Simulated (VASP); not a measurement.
A run of VASP 6.6.1 is set up as follows.

File INCAR:

```
ALGO = Normal
EDIFF = 1E-6
ENCUT = 520
GGA = CA
ISIF = 2
ISMEAR = 0
LASPH = T
LCHARG = T
LELF = T
LREAL = F
LVHAR = T
LWAVE = F
NBANDS = 17
NELM = 80
PREC = Accurate
SIGMA = 0.05
```

Contents of KPOINTS:

```
k-points
0
Gamma
  7 7 7
```

POSCAR

```
Pt
1.0
    0.0000000000      2.7266401734      2.7266401734
    2.7266401734      0.0000000000      2.7266401734
    2.7266401734      2.7266401734      0.0000000000
Pt
2
Direct
    0.0000000000      0.0000000000      0.0000000000
    0.2500000000      0.2500000000      0.2500000000
```

Potentials or basis: VASP PAW LDA potentials, release 64 (Pt).

Run with:

```console
$ cat potpaw_LDA.64/Pt/POTCAR > POTCAR
$ mpirun -np 1 vasp_std > vasp.out
```

Task: Predict the pressure.

Result: 19.7 GPa.

Task: Estimate the band gap on the k mesh.

Result: Zero (band 10 reaches 7.44 eV, above the bottom of band 11 at 6.76 eV).

Caveat: spin-orbit coupling is left out, which moves the levels of the heavy elements.
